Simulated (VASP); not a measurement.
# Si (C2/m) in VASP: single point with r2SCAN

Aim: the single point of Si with r2SCAN.

All numbers are computed with VASP 6.6.1; they aren't measurements. Logs are shortened: lines on timing, memory, paths and dates and some standing lists are left out, and cuts for length are marked.

## 1. The cell of the first run

The structure is monoclinic, space group C2/m (No. 12). Conventional cell: a = 4.186 Å, b = 3.318 Å, c = 4.186 Å, α = 90.00°, β = 104.85°, γ = 90.00°. Si (site symmetry m) has 13 Si at 2.47 to 3.32 Å within 3.4 Å.

## 2. Single point, r2SCAN (atoms displaced along a vibrational mode)

POSCAR

```
Si
1.0
   -1.6588457136     -1.6588457136      1.2763369320
   -1.6588457136      1.6588457136      1.2763369320
   -3.3176914272      0.0000000000     -2.5526738641
Si
2
Direct
    0.5265628499      0.5265628499      0.5084381065
   -0.0265628499     -0.0265628499     -0.0084381065
```

INCAR.step1

```
  ALGO = Normal
  EDIFF = 1E-4
  ENCUT = 520
  GGA = PE
  ISMEAR = 0
  LASPH = T
  LCHARG = F
  LREAL = F
  LWAVE = T
  NBANDS = 11
  NELM = 60
  PREC = Accurate
  SIGMA = 0.15
```

INCAR.step2

```
  ALGO = Normal
  EDIFF = 1E-6
  ENCUT = 520
  ISIF = 2
  ISMEAR = 0
  ISTART = 1
  LASPH = T
  LCHARG = F
  LMIXTAU = T
  LREAL = F
  LWAVE = F
  METAGGA = R2SCAN
  NBANDS = 11
  NELM = 60
  PREC = Accurate
  SIGMA = 0.15
```

KPOINTS

```
k-points
0
Gamma
  24 24 16
```

Potentials or basis: VASP PAW PBE potentials, release 64 (Si).

Run with:

```sh
cat potpaw_PBE.64/Si/POTCAR > POTCAR
cp INCAR.step1 INCAR
mpirun -np 1 vasp_std > vasp.out
cp INCAR.step2 INCAR
mpirun -np 1 vasp_std > vasp.out
```

OUTCAR:

```text
EDIFF = 1E-6
   ENCUT = 520
   ISIF = 2
   ISMEAR = 0
   ISTART = 1
   LASPH = T
   LREAL = F
   METAGGA = R2SCAN
   NELM = 60
   PREC = Accurate

 ion  position               nearest neighbor table
   1  0.527  0.527  0.508-   2 2.47   2 2.58   2 2.58   2 2.66   2 2.78   2 2.78   2 3.09
   2  0.973  0.973  0.992-   1 2.47   1 2.58   1 2.58   1 2.66   1 2.78   1 2.78   1 3.09

  LATTYP: Found a base centered monoclinic cell.
 ALAT       =     4.1860745648
 B/A-ratio  =     0.7925543073
 C/A-ratio  =     1.0000000000
 COS(beta)  =    -0.2562846602

  Lattice vectors:

 A1 = (   1.6588457136,   1.6588457136,  -1.2763369320)
 A2 = (   1.6588457136,  -1.6588457136,  -1.2763369320)
 A3 = (  -3.3176914272,   0.0000000000,  -2.5526738641)

Analysis of symmetry for initial positions (statically):
=====================================================================
 Subroutine PRICEL returns:
 Original cell was already a primitive cell.

 Routine SETGRP: Setting up the symmetry group for a
 base centered monoclinic supercell.

 Subroutine GETGRP returns: Found  4 space group operations
 (whereof  2 operations were pure point group operations)
 out of a pool of  4 trial point group operations.

The static configuration has the point symmetry C_1h.
 The point group associated with its full space group is C_2h.

Analysis of symmetry for dynamics (positions and initial velocities):
=====================================================================
 Subroutine PRICEL returns:
 Original cell was already a primitive cell.

 Routine SETGRP: Setting up the symmetry group for a
 base centered monoclinic supercell.

 Subroutine GETGRP returns: Found  4 space group operations
 (whereof  2 operations were pure point group operations)
 out of a pool of  4 trial point group operations.

The dynamic configuration has the point symmetry C_1h.
 The point group associated with its full space group is C_2h.

 Subroutine INISYM returns: Found  4 space group operations
 (whereof  2 operations are pure point group operations),
 and found     1 'primitive' translations

----------------------------------------------------------------------------------------

                                     Primitive cell

  volume of cell :      28.0975

  direct lattice vectors                    reciprocal lattice vectors
    -1.658845714 -1.658845714  1.276336932    -0.150707204 -0.301414409  0.195873044
    -1.658845714  1.658845714  1.276336932    -0.150707204  0.301414409  0.195873044
    -3.317691427  0.000000000 -2.552673864    -0.150707204  0.000000000 -0.195873044

  length of vectors
     2.670687958  2.670687958  4.186074565     0.389781422  0.389781422  0.247141479

  position of ions in fractional coordinates (direct lattice)
     0.526562850  0.526562850  0.508438107
     0.973437150  0.973437150  0.991561893

  ion indices of the primitive-cell ions
   primitive index   ion index
                 1           1
                 2           2

----------------------------------------------------------------------------------------

 KPOINTS: k-points

Automatic generation of k-mesh.
 Grid dimensions read from file:
 generate k-points for:   24   24   16

 Generating k-lattice:

  Cartesian coordinates                     Fractional coordinates (reciprocal lattice)
    -0.006279467 -0.012558934  0.008161377     0.041666667  0.000000000  0.000000000
    -0.006279467  0.012558934  0.008161377     0.000000000  0.041666667  0.000000000
    -0.009419200  0.000000000 -0.012242065    -0.000000000 -0.000000000  0.062500000

  Length of vectors
     0.016240893  0.016240893  0.015446342

  Shift w.r.t. Gamma in fractional coordinates (k-lattice)
     0.000000000  0.000000000  0.000000000

 Subroutine IBZKPT returns following result:
 ===========================================

 Found   2414 irreducible k-points:

 Following reciprocal coordinates:
            Coordinates               Weight
  0.000000  0.000000  0.000000      1.000000
  0.041667  0.000000  0.000000      4.000000
  0.083333  0.000000  0.000000      4.000000
  0.125000  0.000000 -0.000000      4.000000
  0.166667  0.000000 -0.000000      4.000000
  0.208333  0.000000 -0.000000      4.000000
[... 16 lines left out ...]
  0.416667  0.041667 -0.000000      4.000000
  0.458333  0.041667 -0.000000      4.000000
 [... further k-points ...]
   k-points           NKPTS =   2414   k-points in BZ     NKDIM =   2414   number of bands    NBANDS=     11
   number of dos      NEDOS =    301   number of ions     NIONS =      2
   total plane-waves  NPLWV =  12800
   dimension x,y,z NGX =    20 NGY =   20 NGZ =   32
   dimension x,y,z NGXF=    40 NGYF=   40 NGZF=   64
   ions per type =               2
   NGX,Y,Z   is equivalent  to a cutoff of  12.45, 12.45, 12.71 a.u.
   NGXF,Y,Z  is equivalent  to a cutoff of  24.90, 24.90, 25.42 a.u.
 SYSTEM =  unknown system
   PREC   = accura    normal or accurate (medium, high low for compatibility)
   ISTART =      1    job   : 0-new  1-cont  2-samecut
   ICHARG =      0    charge: 1-file 2-atom 10-const
   ISPIN  =      1    spin polarized calculation?
   LNONCOLLINEAR =      F non collinear calculations
   LSORBIT =      F    spin-orbit coupling
   LASPH  =      T    aspherical Exc in radial PAW
   ENCUT  =  520.0 eV  38.22 Ry    6.18 a.u.   4.97  4.97  7.78*2*pi/ulx,y,z
   NELM   =     60;   NELMIN=  2; NELMDL=  0     # of ELM steps
   EDIFF  = 0.1E-05   stopping-criterion for ELM
   LREAL  =      F    real-space projection
   EDIFFG = 0.1E-04   stopping-criterion for IOM
   NSW    =      0    number of steps for IOM
   IBRION =     -1    ionic relax: 0-MD 1-quasi-New 2-CG
   NFREE  =      0    steps in history (QN), initial steepest desc. (CG)
   ISIF   =      2    stress and relaxation
   ISYM   =      2    0-nonsym 1-usesym 2-fastsym
   POTIM  = 0.5000    time-step for ionic-motion
   TEBEG  =    0.0;   TEEND  =   0.0 temperature during run
   PSTRESS=    0.0 pullay stress
   NELECT =       8.0000    total number of electrons
   NUPDOWN=      -1.0000    fix difference up-down
   EMIN   =  10.00;   EMAX   =-10.00  energy-range for DOS
   EFERMI =   0.00;   METHOD = LEGACY
   ISMEAR =     0;   SIGMA  =   0.15  broadening in eV -4-tet -1-fermi 0-gaus
   EFERMI_NEDOS =   21; number of points for ismear=-14 and -15
   IALGO  =     38    algorithm
   IMIX   =      4    mixing-type and parameters
     AMIX     =   0.40;   BMIX     =  1.00
     AMIX_MAG =   1.60;   BMIX_MAG =  1.00
  volume/ion in A,a.u.               =      14.05        94.81
  Fermi-wavevector in a.u.,A,eV,Ry     =   1.077000  2.035235 15.781794  1.159929
  Thomas-Fermi vector in A             =   2.212900
   LORBIT       =      0    0 simple, 1 ext, 2 COOP (PROOUT), +10 PAW based schemes
   METAGGA = R2SCAN    functional components
   LHFCALC =     F    Hartree Fock is set to
   AEXX    =    0.0000 exact exchange contribution
   IVDW    =     0    specifies the selected vdW correction
   LEPSILON=     F    determine dielectric tensor
   LRPA    =     F    only Hartree local field effects (RPA)
 non-spin polarized calculation
 Gauss-broadening in eV      SIGMA  =   0.15
  energy-cutoff  :      520.00
  volume of cell :       28.10
 maximum number of plane-waves:       774
   NGX =  9   NGY =  9   NGZ = 15

 number of electron       7.9999999 magnetization

 Free energy of the ion-electron system (eV)
  ---------------------------------------------------
  ext. energy  EPLUGINS =         0.00000000
  ---------------------------------------------------
  free energy    TOTEN  =       -16.18692475 eV

  energy without entropy =      -16.17884036  energy(sigma->0) =      -16.18288256

 E-fermi :  10.5330     XC(G=0): -12.0286

 val. band max:       10.5301483887   @ k =   0.4167   0.2500   0.3750
 cond. band min:      10.5375510296   @ k =  -0.0833  -0.3750   0.0625
 fundamental gap:      0.0074026409
 Fermi energy:        10.5329987233

 k-point     1 :       0.0000    0.0000    0.0000
  band No.  band energies     occupation
      1      -5.0879      2.00000
      2       3.7457      2.00000
      3       4.5756      2.00000
      4      15.4848      0.00000
      5      16.8270      0.00000
      6      17.2454      0.00000
      7      20.0137      0.00000
      8      20.0791      0.00000
      9      20.5346      0.00000
     10      20.9183      0.00000
     11      23.6083      0.00000

 k-point     2 :       0.0417    0.0000    0.0000
  band No.  band energies     occupation
      1      -5.0474      2.00000
      2       3.7388      2.00000
      3       4.6587      2.00000
      4      14.8984      0.00000
      5      16.3262      0.00000
      6      18.0393      0.00000
      7      19.0560      0.00000
      8      20.4330      0.00000
      9      20.7635      0.00000
     10      21.4745      0.00000
     11      23.7677      0.00000

 k-point     3 :       0.0833    0.0000    0.0000
  band No.  band energies     occupation
      1      -4.9259      2.00000
      2       3.7387      2.00000
      3       4.8870      2.00000
      4      13.5706      0.00000
      5      16.1648      0.00000
      6      17.8569      0.00000
      7      18.7305      0.00000
      8      20.3133      0.00000
      9      21.8220      0.00000
     10      22.2159      0.00000
     11      23.9479      0.00000

 k-point     4 :       0.1250    0.0000   -0.0000
  band No.  band energies     occupation
      1      -4.7237      2.00000
      2       3.7766      2.00000
      3       5.2278      2.00000
      4      12.1009      0.00000
      5      16.1017      0.00000
      6      16.6393      0.00000
      7      19.2288      0.00000
      8      20.1474      0.00000
      9      22.5173      0.00000
     10      23.2014      0.00000
     11      23.7852      0.00000
[... 239 lines left out ...]
 k-point    22 :       0.3750    0.0417    0.0000
  band No.  band energies     occupation
      1      -1.9372      2.00000
      2       3.8479      2.00000
      3       5.5393      2.00000
      4       9.1437      2.00000
      5      10.4761      1.40856
      6      15.4404      0.00000
      7      18.1484      0.00000
      8      18.6265      0.00000
      9      21.0649      0.00000
     10      21.6580      0.00000
     11      22.9460      0.00000

 k-point    23 :       0.4167    0.0417   -0.0000
  band No.  band energies     occupation
      1      -1.2010      2.00000
      2       2.8672      2.00000
      3       5.9006      2.00000
      4       9.4335      2.00000
      5      10.1640      1.99950
      6      14.2588      0.00000
      7      17.9751      0.00000
      8      18.3483      0.00000
      9      20.9131      0.00000
     10      21.7530      0.00000
     11      23.6452      0.00000

 k-point    24 :       0.4583    0.0417   -0.0000
  band No.  band energies     occupation
      1      -0.3947      2.00000
      2       1.8553      2.00000
      3       6.4268      2.00000
      4       8.6856      2.00000
      5      11.0391      0.00000
      6      13.1179      0.00000
      7      17.3776      0.00000
      8      18.4777      0.00000
      9      20.8138      0.00000
     10      21.9428      0.00000
     11      24.5317      0.00000

 [... further k-points ...]
[... 5 lines left out ...]
  --------------------------------------------------------------------------------------
  -------------------------------------------------------------------------------------
  Total        0.0797514      0.1000865      0.2870038      0.0000000      0.0000000      0.1014420
  in kB        4.5475922      5.7071405     16.3655605      0.0000000      0.0000000      5.7844353
  external PRESSURE =       8.8734311 kB  Pullay stress =       0.0000000 kB

 VOLUME and BASIS-vectors are now :
 -----------------------------------------------------------------------------
  energy-cutoff  :      520.00
  volume of cell :       28.10
      direct lattice vectors                 reciprocal lattice vectors
    -1.658845714 -1.658845714  1.276336932    -0.150707204 -0.301414409  0.195873044
    -1.658845714  1.658845714  1.276336932    -0.150707204  0.301414409  0.195873044
    -3.317691427  0.000000000 -2.552673864    -0.150707204  0.000000000 -0.195873044

 POSITION                                       TOTAL-FORCE (eV/Angst)
 -----------------------------------------------------------------------------------
     -3.43381      0.00000      0.04627         0.071300      0.000000     -0.010431
     -6.51926      0.00000     -0.04627        -0.071300      0.000000      0.010431
 -----------------------------------------------------------------------------------
    total drift:                               -0.000000      0.000000      0.000000

  FREE ENERGIE OF THE ION-ELECTRON SYSTEM (eV)
  ---------------------------------------------------
  free  energy   TOTEN  =       -16.1869247527 eV

  energy  without entropy=      -16.1788403643  energy(sigma->0) =      -16.18288256
```

Wall time 34 min (1 thread of Oxide Virtual Turin-like, shared host); peak memory 0.59 GiB.

What came out:

| Quantity | Value |
| --- | --- |
| Free energy | -16.1869 eV |
| Pressure | 0.9 GPa |
| Largest force | 0.072 eV/Å |
| Band gap on the k mesh | zero (bands 4 and 5 overlap by 8.78 eV) |

Forces on the atoms (eV/Å):
```
Si   0.071  0.000 -0.010
Si  -0.071  0.000  0.010
```

Caveat: the cell differs from its parent crystal (atoms displaced along a vibrational mode); the PAW data sets were made with another functional, which shifts forces and pressure a little.
